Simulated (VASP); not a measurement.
Wanted: the native input for a VASP 6.6.1 run.

* Task: single point
* Functional: PBEsol
* Potentials or basis: VASP PAW PBE potentials, release 64 (Ni, Ge_d)
* Cutoff: 520 eV
* k mesh: 12 × 12 × 12
* Occupations: methfessel-paxton, width 0.5 eV
* Spin: no spin polarisation
* Dipole correction: no
* Further INCAR settings: ALGO = Fast; EDIFF = 1e-06; NBANDS = 30

The structure of Ni3Ge lies in POSCAR:

```
Ni3Ge
1.0
    3.5303341067      0.0000000000      0.0000000000
    0.0000000000      3.5303341067      0.0000000000
    0.0000000000      0.0000000000      3.5303341067
Ni Ge
3 1
Direct
    0.5000000000      0.0000000000      0.5000000000
    0.0000000000      0.5000000000      0.5000000000
    0.5000000000      0.5000000000      0.0000000000
    0.0000000000      0.0000000000      0.0000000000
```

One way to write it, as run:

INCAR

```
ALGO = Fast
EDIFF = 1E-6
ENCUT = 520
GGA = PS
ISIF = 2
ISMEAR = 1
LASPH = True
LCHARG = False
LREAL = False
LWAVE = False
NBANDS = 30
NELM = 80
PREC = Accurate
SIGMA = 0.5
```

KPOINTS

```
k-points
0
Gamma
  12 12 12
```

Potentials or basis: VASP PAW PBE potentials, release 64 (Ni, Ge_d).

Run with:

```sh
$ cat potpaw_PBE.64/Ni/POTCAR potpaw_PBE.64/Ge_d/POTCAR > POTCAR
$ mpirun -np 1 vasp_std > vasp.out
```

It gave:

```
Pressure               : -1.2 GPa
Band gap on the k mesh : zero (band 22 reaches 10.21 eV, above the bottom of band 23 at 9.98 eV)
```

Caveat: the PAW data sets were made with another functional, which shifts forces and pressure a little.

Wall time 3.5 min on 1 thread of AMD EPYC 7R43 64-Core Processor (Zen 3), on a shared host, peak memory 0.18 GiB.
